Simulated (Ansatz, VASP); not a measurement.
One calculation of NbN, two programs

INCAR

```
  PREC = Accurate
  ENCUT = 600
  EDIFF = 1E-6
  ISMEAR = 0
  SIGMA = 0.1
  LREAL = False
  LASPH = True
  NELM = 120
  ALGO = Normal
  ISIF = 2
  LWAVE = False
  LCHARG = False
  GGA = PE
  NBANDS = 16
  GGA_COMPAT = False
```

The input KPOINTS:

```
Automatic mesh
0
Gamma
  16 16 16
```

File POSCAR:

```
NbN
1.0
    0.0000000000      2.1950000000      2.1950000000
    2.1950000000      0.0000000000      2.1950000000
    2.1950000000      2.1950000000      0.0000000000
Nb N
1 1
Direct
    0.0000000000      0.0000000000      0.0000000000
    0.5000000000      0.5000000000      0.5000000000
```

Input for Ansatz:

```yaml
crystal:
  lattice:
    - [0.0, 2.195, 2.195]
    - [2.195, 0.0, 2.195]
    - [2.195, 2.195, 0.0]
  atoms:
    - { symbol: Nb, position: [0.0, 0.0, 0.0] }
    - { symbol: "N", position: [0.5, 0.5, 0.5] }
basis:
  ecutwfc: 420
kpoints:
  mp_grid: { grid: [16, 16, 16] }
hamiltonian:
  xc: pbe
  pseudopotentials: { kind: paw, azcp: { folder: soft_1 } }
scf:
  occupations: { method: gaussian, width: 0.1 }
output:
  forces: true
  stress: true
  eigenvalues: true
  write_density: true
  write_potential: true
  elf: true
  volumetric_format: npy
```

Alike in both runs: task single point; functional PBE; k mesh 16 × 16 × 16; occupations gaussian, width 0.1 eV; no spin polarisation.

|  | VASP | Ansatz |
| --- | --- | --- |
| version | VASP 6.6.1 | Ansatz 0.2.0 |
| potentials or method | VASP PAW PBE potentials, release 64 (Nb_sv, N), cutoff 600 eV | scalar-relativistic, plane waves, PAW |
| valence electrons in the cell | 18 | 18 |

|  | VASP | Ansatz | Ansatz less VASP |
| --- | --- | --- | --- |
| gap on the k mesh at the Fermi level (eV) | none | none | - |
| pressure (GPa) | 6.2 | 6.9 | +0.69 |

A gap of «none» marks a metal or a gap that the smearing closes.
